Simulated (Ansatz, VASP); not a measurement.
**Two plane-wave programs on Mn**

INCAR

```
  PREC = Accurate
  ENCUT = 520
  EDIFF = 1E-6
  ISMEAR = -1
  SIGMA = 0.05
  LREAL = False
  LASPH = True
  NELM = 150
  ALGO = Normal
  ISIF = 2
  LWAVE = False
  LCHARG = True
  ISPIN = 2
  MAGMOM = 0.929 0.929 -0.848 -0.848
  LORBIT = 11
  LMAXMIX = 4
  GGA = RP
  LELF = True
  LVHAR = True
  NBANDS = 38
```

File KPOINTS:

```
Automatic mesh
0
Gamma
  16 16 5
```

Contents of POSCAR:

```
Mn
1.0
    2.5733923753      0.0000000000      0.0000000000
   -1.2866961876      2.2286231709      0.0000000000
    0.0000000000      0.0000000000      8.3601646554
Mn
4
Direct
    1.0000000000      1.0000000000      0.0000000000
    1.0000000000      1.0000000000      0.5000000000
    0.3333333333      0.6666666667      0.2500000000
    0.6666666667      0.3333333333      0.7500000000
```

Input for Ansatz:

```yaml
crystal:
  lattice:
    - [2.5733923753, 0.0, 0.0]
    - [-1.2866961876, 2.2286231709, 0.0]
    - [0.0, 0.0, 8.3601646554]
  atoms:
    - { symbol: Mn, position: [1.0, 1.0, 0.0], spin: 0.929 }
    - { symbol: Mn, position: [1.0, 1.0, 0.5], spin: 0.929 }
    - { symbol: Mn, position: [0.3333333333, 0.6666666667, 0.25], spin: -0.848 }
    - { symbol: Mn, position: [0.6666666667, 0.3333333333, 0.75], spin: -0.848 }
hamiltonian:
  xc: rpbe
  pseudopotentials:
    kind: paw
    azcp:
      Mn: "pseudopotentials/Mn.paw.azcp"
basis:
  ecutwfc: 420
  fft_grid_basis: typed
kpoints:
  mp_grid: { grid: [16, 16, 5], shift: [0, 0, 0] }
magnetization:
  spin_polarized: true
scf:
  occupations: { method: fermi_dirac, width: 0.05 }
  lower_state_search: "off"
output:
  stress: true
```

Alike in both runs: task single point; functional RPBE; k mesh 16 × 16 × 5; occupations fermi-dirac, width 0.05 eV; collinear spin.

```csv
,VASP,Ansatz
version,VASP 6.6.1,Ansatz 0.2.0
potentials or method,"VASP PAW PBE potentials, release 64 (Mn_pv), cutoff 520 eV","plane waves (420 eV) with PAW, scalar-relativistic"
valence electrons in the cell,52,60
```

```tsv
	VASP	Ansatz	Ansatz less VASP
pressure (GPa)	-9.4	-10.2	-0.78
traceless stress, the component that is largest in VASP (GPa)	1.18	1.25	+0.076
net moment per atom (μB)	0.05	0.05	-0.003
size of the moment on the site where the two differ most (μB)	1.55	1.48	-0.074
```

VASP's potentials were made for PBE, not for RPBE. Site moments also hang on the region over which each program counts them. With one functional, cell and mesh, what is left measures potentials, basis and numerics. VASP's potentials hold 52 valence electrons a cell and Ansatz's 60, so a difference there can come from the potentials and not from the codes.
